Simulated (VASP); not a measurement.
# P in VASP: single point with PBEsol

Aim: the single point of P with PBEsol.

All numbers are computed with VASP 6.6.1; they aren't measurements. Logs are shortened: lines on timing, memory, paths and dates and some standing lists are left out, and cuts for length are marked.

## (1) The cell of the first run

The typed cell holds 4 atoms: a = 2.435 Å, b = 2.435 Å, c = 9.663 Å, α = 90.00°, β = 82.77°, γ = 90.00°.

## (2) Single point, PBEsol (the part above a cut slid along it)

INCAR

```
PREC = Accurate
ENCUT = 520
EDIFF = 1E-6
ISMEAR = 0
SIGMA = 0.15
LREAL = False
LASPH = True
NELM = 80
ALGO = Normal
ISIF = 2
LWAVE = False
LCHARG = False
GGA = PS
NBANDS = 18
```

KPOINTS

```
regular mesh
0
Gamma
  24 24 6
```

POSCAR

```
P
1.0
   -2.4347371633      0.0000000000     -0.0052449062
    0.0000000000     -2.4346254889      0.0000000000
   -1.2371729958      0.0000000000      9.5832726524
P
4
Direct
    0.5625000000      0.0000000000      0.8750000000
    0.8125000000      0.0000000000      0.3750000000
   -0.0625000000      0.0000000000      0.1250000000
   -0.3125000000      0.0000000000      0.6250000000
```

Potentials or basis: VASP PAW PBE potentials, release 64 (P).

On the command line:

```sh
cat potpaw_PBE.64/P/POTCAR > POTCAR
mpirun -np 1 vasp_std > vasp.out
```

OUTCAR:

```text
PREC = Accurate
   ENCUT = 520
   EDIFF = 1E-6
   ISMEAR = 0
   LREAL = False
   LASPH = True
   NELM = 80
   ISIF = 2
   GGA = PS

 ion  position               nearest neighbor table
   1  0.562  0.000  0.875-   4 2.40   3 2.69   3 2.69
   2  0.812  0.000  0.375-   3 2.40   4 2.40
   3  0.938  0.000  0.125-   2 2.40   1 2.69   1 2.69
   4  0.688  0.000  0.625-   1 2.40   2 2.40

  LATTYP: Found a simple monoclinic cell.
 ALAT       =     2.4347428126
 B/A-ratio  =     0.9999518127
 C/A-ratio  =     3.9687150361
 COS(beta)  =    -0.1258978613

  Lattice vectors:

 A1 = (  -2.4347371633,   0.0000000000,  -0.0052449062)
 A2 = (   0.0000000000,   2.4346254889,   0.0000000000)
 A3 = (   1.2371729958,   0.0000000000,  -9.5832726524)

Analysis of symmetry for initial positions (statically):
=====================================================================
 Subroutine PRICEL returns:
 Original cell was already a primitive cell.

 Routine SETGRP: Setting up the symmetry group for a
 simple monoclinic supercell.

 Subroutine GETGRP returns: Found  4 space group operations
 (whereof  2 operations were pure point group operations)
 out of a pool of  4 trial point group operations.

The static configuration has the point symmetry C_1h.
 The point group associated with its full space group is C_2h.

Analysis of symmetry for dynamics (positions and initial velocities):
=====================================================================
 Subroutine PRICEL returns:
 Original cell was already a primitive cell.

 Routine SETGRP: Setting up the symmetry group for a
 simple monoclinic supercell.

 Subroutine GETGRP returns: Found  4 space group operations
 (whereof  2 operations were pure point group operations)
 out of a pool of  4 trial point group operations.

The dynamic configuration has the point symmetry C_1h.
 The point group associated with its full space group is C_2h.

 Subroutine INISYM returns: Found  4 space group operations
 (whereof  2 operations are pure point group operations),
 and found     1 'primitive' translations

----------------------------------------------------------------------------------------

                                     Primitive cell

  volume of cell :      56.8223

[... 90 lines left out ...]
   ENCUT  =  520.0 eV  38.22 Ry    6.18 a.u.   4.53  4.53 17.97*2*pi/ulx,y,z
   NELM   =     80;   NELMIN=  2; NELMDL= -5     # of ELM steps
   EDIFF  = 0.1E-05   stopping-criterion for ELM
   LREAL  =      F    real-space projection
   EDIFFG = 0.1E-04   stopping-criterion for IOM
   NSW    =      0    number of steps for IOM
   IBRION =     -1    ionic relax: 0-MD 1-quasi-New 2-CG
   NFREE  =      0    steps in history (QN), initial steepest desc. (CG)
   ISIF   =      2    stress and relaxation
   ISYM   =      2    0-nonsym 1-usesym 2-fastsym
   POTIM  = 0.5000    time-step for ionic-motion
   TEBEG  =    0.0;   TEEND  =   0.0 temperature during run
   PSTRESS=    0.0 pullay stress
   NELECT =      20.0000    total number of electrons
   NUPDOWN=      -1.0000    fix difference up-down
   EMIN   =  10.00;   EMAX   =-10.00  energy-range for DOS
   EFERMI =   0.00;   METHOD = LEGACY
   ISMEAR =     0;   SIGMA  =   0.15  broadening in eV -4-tet -1-fermi 0-gaus
   EFERMI_NEDOS =   21; number of points for ismear=-14 and -15
   IALGO  =     38    algorithm
   IMIX   =      4    mixing-type and parameters
     AMIX     =   0.40;   BMIX     =  1.00
     AMIX_MAG =   1.60;   BMIX_MAG =  1.00
  volume/ion in A,a.u.               =      14.21        95.86
  Fermi-wavevector in a.u.,A,eV,Ry     =   1.155878  2.184292 18.178108  1.336053
  Thomas-Fermi vector in A             =   2.292503
   LORBIT       =      0    0 simple, 1 ext, 2 COOP (PROOUT), +10 PAW based schemes
   GGA     = PS    functional components
   LHFCALC =     F    Hartree Fock is set to
   AEXX    =    0.0000 exact exchange contribution
   IVDW    =     0    specifies the selected vdW correction
   LEPSILON=     F    determine dielectric tensor
   LRPA    =     F    only Hartree local field effects (RPA)
 non-spin polarized calculation
 Gauss-broadening in eV      SIGMA  =   0.15
  energy-cutoff  :      520.00
  volume of cell :       56.82
 maximum number of plane-waves:      1568
   NGX =  9   NGY =  9   NGZ = 35

 number of electron      19.9999995 magnetization

 Free energy of the ion-electron system (eV)
  ---------------------------------------------------
  ext. energy  EPLUGINS =         0.00000000
  ---------------------------------------------------
  free energy    TOTEN  =       -22.70621445 eV

  energy without entropy =      -22.68962635  energy(sigma->0) =      -22.69792040

 E-fermi :   9.9707     XC(G=0): -11.5023

 val. band max:        9.9676069907   @ k =   0.2083   0.2917   0.5000
 cond. band min:       9.9732709047   @ k =   0.0833   0.4167  -0.0000
 fundamental gap:      0.0056639140
 Fermi energy:         9.9707177555

 k-point     1 :       0.0000    0.0000    0.0000
  band No.  band energies     occupation
      1      -6.7974      2.00000
      2      -5.3457      2.00000
      3      -5.3013      2.00000
      4      -2.1499      2.00000
      5       1.0837      2.00000
      6       6.9310      2.00000
[... 481 lines left out ...]
      5       2.2758      2.00000
      6       2.7276      2.00000
[... 10 lines left out ...]
     17      18.5317      0.00000
     18      19.6354      0.00000

 [... further k-points ...]

------------------------ aborting loop because EDIFF is reached ----------------------------------------

  FORCE on cell =-STRESS in cart. coord.  units (eV):
  Direction    XX          YY          ZZ          XY          YZ          ZX
  --------------------------------------------------------------------------------------
  -------------------------------------------------------------------------------------
  Total        0.0554222     -0.2218193      1.3369477      0.0000000      0.0000000     -0.0262113
  in kB        1.5626992     -6.2544782     37.6969428      0.0000000      0.0000000     -0.7390608
  external PRESSURE =      11.0017213 kB  Pullay stress =       0.0000000 kB

 VOLUME and BASIS-vectors are now :
 -----------------------------------------------------------------------------
  energy-cutoff  :      520.00
  volume of cell :       56.82
      direct lattice vectors                 reciprocal lattice vectors
    -2.434737163  0.000000000 -0.005244906    -0.410607762  0.000000000 -0.053008284
     0.000000000 -2.434625489  0.000000000     0.000000000 -0.410740791  0.000000000
    -1.237172996  0.000000000  9.583272652    -0.000224725  0.000000000  0.104319475

 POSITION                                       TOTAL-FORCE (eV/Angst)
 -----------------------------------------------------------------------------------
     -2.45207      0.00000      8.38241         0.003768      0.000000     -0.523927
     -2.44216      0.00000      3.58947        -0.002078      0.000000     -0.271332
     -2.43721      0.00000      1.19299        -0.003768      0.000000      0.523927
     -2.44711      0.00000      5.98594         0.002078      0.000000      0.271332
 -----------------------------------------------------------------------------------
    total drift:                               -0.000000      0.000000     -0.000000

  FREE ENERGIE OF THE ION-ELECTRON SYSTEM (eV)
  ---------------------------------------------------
  free  energy   TOTEN  =       -22.7062144534 eV

  energy  without entropy=      -22.6896263479  energy(sigma->0) =      -22.69792040
```

stdout:

```text
POSCAR found type information on POSCAR P
 POSCAR found :  1 types and       4 ions
 scaLAPACK will be used
 -----------------------------------------------------------------------------
|                                                                             |
|                                                                             |
|     You enforced a specific xc type in the INCAR file but a different       |
|     I HOPE YOU KNOW WHAT YOU ARE DOING!                                     |
|                                                                             |
 -----------------------------------------------------------------------------

 LDA part: xc-table for (Slater+PW92), standard interpolation
 POSCAR, INCAR and KPOINTS ok, starting setup
 FFT: planning ... GRIDC
 FFT: planning ... GRID_SOFT
 FFT: planning ... GRID
 WAVECAR not read
 entering main loop
```

Wall time 4.9 min (1 thread of AMD EPYC 9R45 (Zen 5), shared host); peak memory 0.67 GiB.

What came out:

- Free energy: -22.7062 eV
- Pressure: 1.1 GPa
- Largest force: 0.524 eV/Å
- Band gap on the k mesh: zero (bands 10 and 11 overlap by 8.19 eV)

Forces on the atoms (eV/Å):
```
P    0.004  0.000 -0.524
P   -0.002  0.000 -0.271
P   -0.004  0.000  0.524
P    0.002  0.000  0.271
```

Levels at points of the mesh, in eV from the Fermi level:
| k point | band 7 | band 8 | band 9 | band 10 | band 11 | band 12 | band 13 | band 14 |
| --- | --- | --- | --- | --- | --- | --- | --- | --- |
| (0.00, 0.00, 0.00) | -2.87 | 4.92 | 5.16 | 5.20 | 5.31 | 6.03 | 6.10 | 6.76 |
| (0.50, 0.00, 0.00) | -6.65 | -6.05 | -3.96 | -1.75 | 1.19 | 2.02 | 5.25 | 5.62 |
| (0.00, 0.50, 0.00) | -7.35 | -5.44 | -5.27 | 0.56 | 0.76 | 0.79 | 6.03 | 6.13 |
| (0.50, 0.50, 0.00) | -4.33 | -4.30 | -3.67 | -2.82 | -2.62 | -2.07 | -0.41 | 0.94 |
| (0.00, 0.00, 0.50) | 1.32 | 1.61 | 4.89 | 5.20 | 5.24 | 6.03 | 6.04 | 6.82 |
| (0.50, 0.00, 0.50) | -6.65 | -6.05 | -3.96 | -1.75 | 1.19 | 2.02 | 5.25 | 5.62 |
| (0.00, 0.50, 0.50) | -6.22 | -6.15 | -3.11 | -2.94 | 2.40 | 2.47 | 4.61 | 5.00 |
| (0.50, 0.50, 0.50) | -4.33 | -4.30 | -3.67 | -2.82 | -2.62 | -2.07 | -0.41 | 0.94 |

Caveat: the cell differs from its parent crystal (the part above a cut slid along it); the PAW data sets were made with another functional, which shifts forces and pressure a little.
